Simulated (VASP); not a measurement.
The system is Cu.

```xyz
1
Lattice="0.0000 1.7547 1.7547 1.7547 0.0000 1.7547 1.7547 1.7547 0.0000" Properties=species:S:1:pos:R:3 pbc="T T T"
Cu    0.0000    0.0000    0.0000
```

Base run:

- Program: VASP 6.6.1
- Functional: PBEsol
- Potentials or basis: VASP PAW PBE potentials, release 64 (Cu)
- Cutoff: 520 eV
- k mesh: 12 × 12 × 12
- Occupations: fermi-dirac, width 0.06 eV
- Spin: no spin polarisation

Its results: pressure 9.3 GPa.

Q: The run is repeated on the same cell with these changes: functional from PBEsol to PBE; further incar settings from ALGO = Normal; EDIFF = 1e-07; NBANDS = 12 to ALGO = Normal; EDIFF = 1e-06; NBANDS = 12. What comes out?

A: Pressure 18.8 GPa.

Caveats: the PAW data sets were made with another functional, which shifts forces and pressure a little (some runs).
